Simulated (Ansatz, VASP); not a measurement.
# Two plane-wave programs on Si6Cl

```
Si Cl
1.0
     7.73507    0.00000    0.00000
     0.00000    5.46952    0.00000
     0.00000    0.00000   21.72384
Si Cl
12 2
Direct
  0.25000 0.00000 0.18413
  0.75000 0.00000 0.18413
  0.00000 0.25000 0.18413
  0.50000 0.25000 0.18413
  0.00000 0.50244 0.27104
  0.50000 0.50244 0.27104
  0.25000 0.74756 0.27104
  0.75000 0.74756 0.27104
  0.25000 0.00986 0.35555
  0.75000 0.00986 0.35555
  0.00000 0.24014 0.35555
  0.50000 0.24014 0.35555
  0.00000 0.83617 0.47523
  0.00000 0.18355 0.47523
```

Alike in both runs: task single point; functional PBE; k mesh 4 × 5 × 1; occupations gaussian, width 0.05 eV; no spin polarisation.

```csv
,VASP,Ansatz
version,VASP 6.6.1,Ansatz 0.2.0
potentials or method,"VASP PAW PBE potentials, release 64 (Si, Cl), cutoff 520 eV","scalar-relativistic, plane waves, PAW"
valence electrons in the cell,62,62
```

|  | VASP | Ansatz | Ansatz less VASP |
| --- | --- | --- | --- |
| gap on the k mesh at the Fermi level (eV) | none | none | - |
| rms of the force components (eV/Å) | 0.916 | 0.992 | +0.0763 |

Atom by atom the forces differ by 0.080 eV/Å (rms over components). A gap of «none» marks a metal or a gap that the smearing closes.
